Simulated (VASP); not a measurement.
# TaN (Fm-3m) in VASP: a series of runs, part 2 of 3

VASP 6.6.1. Earlier steps stand in the parts before.

### Step 3. Electric field gradients, PBEsol (volume scaled by 1.01)

Input file INCAR:

```
PREC = Accurate ; ENCUT = 520
EDIFF = 1E-8 ; ISMEAR = -1
SIGMA = 0.02 ; LREAL = False
LASPH = True ; NELM = 120
ALGO = Normal ; ISIF = 2
LWAVE = False ; LCHARG = False
GGA = PS ; LEFG = True
NBANDS = 15 ; GGA_COMPAT = False
```

Input file KPOINTS:

```
Automatic mesh
0
Gamma
  9 9 9
```

Input file POSCAR:

```
TaN
1.0
    0.0000000000      2.1862392558      2.1862392558
    2.1862392558      0.0000000000      2.1862392558
    2.1862392558      2.1862392558      0.0000000000
Ta N
1 1
Direct
    0.5000000000      0.5000000000      0.5000000000
    0.0000000000      0.0000000000      0.0000000000
```

Potentials or basis: VASP PAW PBE potentials, release 64 (Ta_pv, N).

Command:

```sh
$ cat potpaw_PBE.64/Ta_pv/POTCAR potpaw_PBE.64/N/POTCAR > POTCAR
$ mpirun -np 1 vasp_std > vasp.out
```

OUTCAR:

```text
PREC = Accurate
   ENCUT = 520
   EDIFF = 1E-8
   ISMEAR = -1
   LREAL = False
   LASPH = True
   NELM = 120
   ISIF = 2
   GGA = PS

 ion  position               nearest neighbor table
   1  0.500  0.500  0.500-   2 2.19   2 2.19   2 2.19   2 2.19   2 2.19   2 2.19
   2  0.000  0.000  0.000-   1 2.19   1 2.19   1 2.19   1 2.19   1 2.19   1 2.19

  LATTYP: Found a face centered cubic cell.
 ALAT       =     4.3724785116

  Lattice vectors:

 A1 = (   0.0000000000,   2.1862392558,   2.1862392558)
 A2 = (   2.1862392558,   0.0000000000,   2.1862392558)
 A3 = (   2.1862392558,   2.1862392558,   0.0000000000)

Analysis of symmetry for initial positions (statically):
=====================================================================
 Subroutine PRICEL returns:
 Original cell was already a primitive cell.

 Routine SETGRP: Setting up the symmetry group for a
 face centered cubic supercell.

 Subroutine GETGRP returns: Found 48 space group operations
 (whereof 48 operations were pure point group operations)
 out of a pool of 48 trial point group operations.

The static configuration has the point symmetry O_h .

Analysis of symmetry for dynamics (positions and initial velocities):
=====================================================================
 Subroutine PRICEL returns:
 Original cell was already a primitive cell.

 Routine SETGRP: Setting up the symmetry group for a
 face centered cubic supercell.

 Subroutine GETGRP returns: Found 48 space group operations
 (whereof 48 operations were pure point group operations)
 out of a pool of 48 trial point group operations.

The dynamic configuration has the point symmetry O_h .

 Subroutine INISYM returns: Found 48 space group operations
 (whereof 48 operations are pure point group operations),
 and found     1 'primitive' translations

----------------------------------------------------------------------------------------

                                     Primitive cell

  volume of cell :      20.8989

  direct lattice vectors                    reciprocal lattice vectors
     0.000000000  2.186239256  2.186239256    -0.228703239  0.228703239  0.228703239
     2.186239256  0.000000000  2.186239256     0.228703239 -0.228703239  0.228703239
     2.186239256  2.186239256  0.000000000     0.228703239  0.228703239 -0.228703239

  length of vectors
     3.091809206  3.091809206  3.091809206     0.396125631  0.396125631  0.396125631

  position of ions in fractional coordinates (direct lattice)
     0.500000000  0.500000000  0.500000000
     0.000000000  0.000000000  0.000000000

  ion indices of the primitive-cell ions
   primitive index   ion index
                 1           1
                 2           2

----------------------------------------------------------------------------------------

 KPOINTS: Automatic mesh

[... 82 lines left out ...]
   ISMEAR =    -1;   SIGMA  =   0.02  broadening in eV -4-tet -1-fermi 0-gaus
   EFERMI_NEDOS =   21; number of points for ismear=-14 and -15
   IALGO  =     38    algorithm
   IMIX   =      4    mixing-type and parameters
     AMIX     =   0.40;   BMIX     =  1.00
     AMIX_MAG =   1.60;   BMIX_MAG =  1.00
  volume/ion in A,a.u.               =      10.45        70.52
  Fermi-wavevector in a.u.,A,eV,Ry     =   1.497639  2.830127 30.516814  2.242923
  Thomas-Fermi vector in A             =   2.609501
   LORBIT       =      0    0 simple, 1 ext, 2 COOP (PROOUT), +10 PAW based schemes
   GGA     = PS    functional components
   LHFCALC =     F    Hartree Fock is set to
   AEXX    =    0.0000 exact exchange contribution
   IVDW    =     0    specifies the selected vdW correction
   LEPSILON=     F    determine dielectric tensor
   LRPA    =     F    only Hartree local field effects (RPA)
 non-spin polarized calculation
  energy-cutoff  :      520.00
  volume of cell :       20.90
 maximum number of plane-waves:       571
   NGX = 11   NGY = 11   NGZ = 11

 number of electron      16.0000001 magnetization

 Free energy of the ion-electron system (eV)
  ---------------------------------------------------
  ext. energy  EPLUGINS =         0.00000000
  ---------------------------------------------------
  free energy    TOTEN  =       -23.21362308 eV

  energy without entropy =      -23.21252127  energy(sigma->0) =      -23.21307218

 E-fermi :   9.4628     XC(G=0): -13.6856

 val. band max:        9.3590857811   @ k =  -0.4444   0.2222   0.1111
 cond. band min:       9.4929341580   @ k =  -0.2222   0.2222   0.0000
 fundamental gap:      0.1338483770
 Fermi energy:         9.4628365894

 k-point     1 :       0.0000    0.0000    0.0000
  band No.  band energies     occupation
      1     -26.1056      2.00000
      2     -26.1056      2.00000
      3     -26.1056      2.00000
      4      -9.3767      2.00000
      5       5.7304      2.00000
      6       5.7304      2.00000
      7       5.7304      2.00000
      8       7.3935      2.00000
      9       7.3935      2.00000
     10       7.3935      2.00000
     11       9.5995      0.00216
     12       9.5995      0.00216
     13      11.2673      0.00000
     14      18.9564      0.00000
[... 401 lines left out ...]
      2     -26.4014      2.00000
      3     -26.4014      2.00000
      4      -8.0510      2.00000
      5       2.6502      2.00000
      6       4.0258      2.00000
      7       4.8809      2.00000
      8       4.8809      2.00000
      9      11.6373      0.00000
     10      13.1788      0.00000
     11      13.1788      0.00000
     12      14.1659      0.00000
     13      16.8669      0.00000
     14      18.8864      0.00000
     15      21.9822      0.00000

 [... further k-points ...]

------------------------ aborting loop because EDIFF is reached ----------------------------------------

  FORCE on cell =-STRESS in cart. coord.  units (eV):
  Direction    XX          YY          ZZ          XY          YZ          ZX
  --------------------------------------------------------------------------------------
  -------------------------------------------------------------------------------------
  Total        0.2207102      0.2207102      0.2207102      0.0000000      0.0000000      0.0000000
  in kB       16.9203764     16.9203764     16.9203764      0.0000000      0.0000000      0.0000000
  external PRESSURE =      16.9203764 kB  Pullay stress =       0.0000000 kB

 VOLUME and BASIS-vectors are now :
 -----------------------------------------------------------------------------
  energy-cutoff  :      520.00
  volume of cell :       20.90
      direct lattice vectors                 reciprocal lattice vectors
     0.000000000  2.186239256  2.186239256    -0.228703239  0.228703239  0.228703239
     2.186239256  0.000000000  2.186239256     0.228703239 -0.228703239  0.228703239
     2.186239256  2.186239256  0.000000000     0.228703239  0.228703239 -0.228703239

 POSITION                                       TOTAL-FORCE (eV/Angst)
 -----------------------------------------------------------------------------------
      2.18624      2.18624      2.18624        -0.000000     -0.000000      0.000000
      0.00000      0.00000      0.00000         0.000000      0.000000     -0.000000
 -----------------------------------------------------------------------------------
    total drift:                                0.000000     -0.000000     -0.000000

  FREE ENERGIE OF THE ION-ELECTRON SYSTEM (eV)
  ---------------------------------------------------
  free  energy   TOTEN  =       -23.2136230847 eV

  energy  without entropy=      -23.2125212687  energy(sigma->0) =      -23.21307218

 Electric field gradients (V/A^2)
---------------------------------------------------------------------
 ion       V_xx      V_yy      V_zz      V_xy      V_xz      V_yz
---------------------------------------------------------------------
   1       0.000    -0.000    -0.000     0.000     0.000     0.000
   2      -0.000     0.000     0.000     0.000     0.000     0.000
---------------------------------------------------------------------

 Electric field gradients after diagonalization (V/A^2)
 (convention: |V_zz| > |V_xx| > |V_yy|)
----------------------------------------------------------------------
 ion       V_xx      V_yy      V_zz     asymmetry (V_yy - V_xx)/ V_zz
----------------------------------------------------------------------
   1      -0.000    -0.000     0.000       0.000
   2      -0.000    -0.000     0.000       0.000
----------------------------------------------------------------------

           NMR quadrupolar parameters

 Cq : quadrupolar parameter    Cq=e*Q*V_zz/h
 eta: asymmetry parameters     (V_yy - V_xx)/ V_zz
 Q  : nuclear electric quadrupole moment in mb (millibarn)
----------------------------------------------------------------------
 ion       Cq(MHz)       eta       Q (mb)
----------------------------------------------------------------------
   1       0.000       0.000       1.000
   2       0.000       0.000       1.000
----------------------------------------------------------------------
```

OSZICAR:

```text
N       E                     dE             d eps       ncg     rms          rms(c)
DAV:   1     0.890985400368E+02    0.89099E+02   -0.87610E+03  1050   0.113E+03
DAV:   2    -0.231976536131E+02   -0.11230E+03   -0.10636E+03  1316   0.306E+02
DAV:   3    -0.259876855992E+02   -0.27900E+01   -0.27742E+01  1169   0.448E+01
DAV:   4    -0.259977450850E+02   -0.10059E-01   -0.10057E-01  1344   0.292E+00
DAV:   5    -0.259978008005E+02   -0.55716E-04   -0.55715E-04  1197   0.201E-01    0.252E+01
DAV:   6    -0.233148561869E+02    0.26829E+01   -0.47756E+00  1233   0.251E+01    0.107E+01
DAV:   7    -0.232516316414E+02    0.63225E-01   -0.51804E-01  1260   0.569E+00    0.719E+00
DAV:   8    -0.232203975391E+02    0.31234E-01   -0.15356E-01  1211   0.315E+00    0.154E+00
DAV:   9    -0.232138520651E+02    0.65455E-02   -0.19908E-02  1141   0.112E+00    0.356E-01
DAV:  10    -0.232136730300E+02    0.17904E-03   -0.13556E-03  1211   0.409E-01    0.645E-02
DAV:  11    -0.232136240644E+02    0.48966E-04   -0.10566E-04  1211   0.117E-01    0.206E-02
DAV:  12    -0.232136233278E+02    0.73662E-06   -0.67452E-06  1169   0.243E-02    0.322E-03
DAV:  13    -0.232136230674E+02    0.26038E-06   -0.42899E-07  1225   0.530E-03    0.245E-03
DAV:  14    -0.232136230896E+02   -0.22179E-07   -0.20858E-08  1057   0.133E-03    0.360E-04
DAV:  15    -0.232136230847E+02    0.48376E-08   -0.16684E-09   609   0.482E-04
   1 F= -.23213623E+02 E0= -.23213072E+02  d E =-.110182E-02
```

stdout:

```text
POSCAR found type information on POSCAR TaN
 POSCAR found :  2 types and       2 ions
 scaLAPACK will be used
 -----------------------------------------------------------------------------
|                                                                             |
|                                                                             |
|     You enforced a specific xc type in the INCAR file but a different       |
|     I HOPE YOU KNOW WHAT YOU ARE DOING!                                     |
|                                                                             |
 -----------------------------------------------------------------------------

 LDA part: xc-table for (Slater+PW92), standard interpolation
 POSCAR, INCAR and KPOINTS ok, starting setup
 FFT: planning ... GRIDC
 FFT: planning ... GRID_SOFT
 FFT: planning ... GRID
 WAVECAR not read
 entering main loop
ion   1

ion   2
```

It took 9.5 s on 1 thread of Intel Xeon 6975P-C, shared host; peak memory 0.14 GiB.

Results:

| Property | Result |
| --- | --- |
| Free energy | -23.2136 eV |
| Pressure | 1.7 GPa |
| Band gap on the k mesh | zero (band 8 reaches 11.17 eV, above the bottom of band 9 at 7.39 eV) |

Levels at points of the mesh, in eV from the Fermi level:
```csv
k point,band 4,band 5,band 6,band 7,band 8,band 9,band 10,band 11,band 12,band 13
"(0.00, 0.00, 0.00)",-18.84,-3.73,-3.73,-3.73,-2.07,-2.07,-2.07,0.14,0.14,1.80
```

Caveat: without QUAD_EFG the Cq values of the log hold for a quadrupole moment of 1 mb, not for the nuclei; the PAW data sets were made with another functional, which shifts forces and pressure a little; spin-orbit coupling is left out, which moves the levels of the heavy elements.

### Step 4. Electric field gradients, PBEsol (volume scaled by 1.01)

Input file INCAR:

```
SYSTEM = TaN
ALGO     = Normal         ! electronic algorithm
EDIFF    = 1E-8           ! SCF threshold, eV
ENCUT    = 520            ! plane-wave cutoff, eV
GGA      = PS             ! functional
GGA_COMPAT= .False.      
ISIF     = 2              ! what is computed and relaxed
ISMEAR   = -1             ! smearing method
LASPH    = .True.         ! aspherical terms in the spheres
LCHARG   = .False.        ! write CHGCAR
LEFG     = .True.       
LREAL    = .False.        ! projectors in reciprocal space
LWAVE    = .False.        ! write WAVECAR
NBANDS   = 15             ! bands
NELM     = 120            ! most SCF steps
PREC     = Accurate       ! precision mode
SIGMA    = 0.02           ! smearing width, eV
```

Input file KPOINTS:

```
k-points
0
Gamma
  9 9 9
  0 0 0
```

POSCAR is that of step 3.

Potentials or basis: VASP PAW PBE potentials, release 64 (Ta_pv, N).

Command:

```sh
$ cat potpaw_PBE.64/Ta_pv/POTCAR potpaw_PBE.64/N/POTCAR > POTCAR
$ mpirun -np 1 vasp_std > vasp.out
```

OUTCAR:

```text
SYSTEM = TaN
   EDIFF = 1E-8
   ENCUT = 520
   GGA = PS
   ISIF = 2
   ISMEAR = -1
   LASPH = .True.
   LREAL = .False.
   NELM = 120
   PREC = Accurate

 ion  position               nearest neighbor table
   1  0.500  0.500  0.500-   2 2.19   2 2.19   2 2.19   2 2.19   2 2.19   2 2.19
   2  0.000  0.000  0.000-   1 2.19   1 2.19   1 2.19   1 2.19   1 2.19   1 2.19

  LATTYP: Found a face centered cubic cell.
 ALAT       =     4.3724785116

  Lattice vectors:

 A1 = (   0.0000000000,   2.1862392558,   2.1862392558)
 A2 = (   2.1862392558,   0.0000000000,   2.1862392558)
 A3 = (   2.1862392558,   2.1862392558,   0.0000000000)

Analysis of symmetry for initial positions (statically):
=====================================================================
 Subroutine PRICEL returns:
 Original cell was already a primitive cell.

 Routine SETGRP: Setting up the symmetry group for a
 face centered cubic supercell.

[... 620 lines left out ...]
      direct lattice vectors                 reciprocal lattice vectors
     0.000000000  2.186239256  2.186239256    -0.228703239  0.228703239  0.228703239
     2.186239256  0.000000000  2.186239256     0.228703239 -0.228703239  0.228703239
     2.186239256  2.186239256  0.000000000     0.228703239  0.228703239 -0.228703239

 POSITION                                       TOTAL-FORCE (eV/Angst)
 -----------------------------------------------------------------------------------
      2.18624      2.18624      2.18624        -0.000000     -0.000000      0.000000
      0.00000      0.00000      0.00000         0.000000      0.000000     -0.000000
 -----------------------------------------------------------------------------------
    total drift:                                0.000000     -0.000000     -0.000000

  FREE ENERGIE OF THE ION-ELECTRON SYSTEM (eV)
  ---------------------------------------------------
  free  energy   TOTEN  =       -23.2136230847 eV

  energy  without entropy=      -23.2125212687  energy(sigma->0) =      -23.21307218

 Electric field gradients (V/A^2)
---------------------------------------------------------------------
 ion       V_xx      V_yy      V_zz      V_xy      V_xz      V_yz
---------------------------------------------------------------------
   1       0.000    -0.000    -0.000     0.000     0.000     0.000
   2      -0.000     0.000     0.000     0.000     0.000     0.000
---------------------------------------------------------------------

 Electric field gradients after diagonalization (V/A^2)
 (convention: |V_zz| > |V_xx| > |V_yy|)
----------------------------------------------------------------------
 ion       V_xx      V_yy      V_zz     asymmetry (V_yy - V_xx)/ V_zz
----------------------------------------------------------------------
   1      -0.000    -0.000     0.000       0.000
   2      -0.000    -0.000     0.000       0.000
----------------------------------------------------------------------

           NMR quadrupolar parameters

 Cq : quadrupolar parameter    Cq=e*Q*V_zz/h
 eta: asymmetry parameters     (V_yy - V_xx)/ V_zz
 Q  : nuclear electric quadrupole moment in mb (millibarn)
----------------------------------------------------------------------
 ion       Cq(MHz)       eta       Q (mb)
----------------------------------------------------------------------
   1       0.000       0.000       1.000
   2       0.000       0.000       1.000
----------------------------------------------------------------------
```

OSZICAR:

```text
N       E                     dE             d eps       ncg     rms          rms(c)
DAV:   1     0.890985400368E+02    0.89099E+02   -0.87610E+03  1050   0.113E+03
DAV:   2    -0.231976536131E+02   -0.11230E+03   -0.10636E+03  1316   0.306E+02
DAV:   3    -0.259876855992E+02   -0.27900E+01   -0.27742E+01  1169   0.448E+01
DAV:   4    -0.259977450850E+02   -0.10059E-01   -0.10057E-01  1344   0.292E+00
DAV:   5    -0.259978008005E+02   -0.55716E-04   -0.55715E-04  1197   0.201E-01    0.252E+01
DAV:   6    -0.233148561869E+02    0.26829E+01   -0.47756E+00  1233   0.251E+01    0.107E+01
DAV:   7    -0.232516316414E+02    0.63225E-01   -0.51804E-01  1260   0.569E+00    0.719E+00
DAV:   8    -0.232203975391E+02    0.31234E-01   -0.15356E-01  1211   0.315E+00    0.154E+00
DAV:   9    -0.232138520651E+02    0.65455E-02   -0.19908E-02  1141   0.112E+00    0.356E-01
DAV:  10    -0.232136730300E+02    0.17904E-03   -0.13556E-03  1211   0.409E-01    0.645E-02
DAV:  11    -0.232136240644E+02    0.48966E-04   -0.10566E-04  1211   0.117E-01    0.206E-02
DAV:  12    -0.232136233278E+02    0.73662E-06   -0.67452E-06  1169   0.243E-02    0.322E-03
DAV:  13    -0.232136230674E+02    0.26038E-06   -0.42899E-07  1225   0.530E-03    0.245E-03
DAV:  14    -0.232136230896E+02   -0.22179E-07   -0.20858E-08  1057   0.133E-03    0.360E-04
DAV:  15    -0.232136230847E+02    0.48376E-08   -0.16684E-09   609   0.482E-04
   1 F= -.23213623E+02 E0= -.23213072E+02  d E =-.110182E-02
```

stdout:

```text
POSCAR found type information on POSCAR TaN
 POSCAR found :  2 types and       2 ions
 scaLAPACK will be used
 -----------------------------------------------------------------------------
|                                                                             |
|                                                                             |
|     You enforced a specific xc type in the INCAR file but a different       |
|     I HOPE YOU KNOW WHAT YOU ARE DOING!                                     |
|                                                                             |
 -----------------------------------------------------------------------------

 LDA part: xc-table for (Slater+PW92), standard interpolation
 POSCAR, INCAR and KPOINTS ok, starting setup
 FFT: planning ... GRIDC
 FFT: planning ... GRID_SOFT
 FFT: planning ... GRID
 WAVECAR not read
 entering main loop
ion   1

ion   2
```

It took 9.4 s on 1 thread of Intel Xeon 6975P-C, shared host; peak memory 0.15 GiB.

What came out:

- Free energy: -23.2136 eV
- Pressure: 1.7 GPa
- Band gap on the k mesh: zero (band 8 reaches 11.17 eV, above the bottom of band 9 at 7.39 eV)

Caveat: without QUAD_EFG the Cq values of the log hold for a quadrupole moment of 1 mb, not for the nuclei; the PAW data sets were made with another functional, which shifts forces and pressure a little; spin-orbit coupling is left out, which moves the levels of the heavy elements.

[end of part 2 of 3]
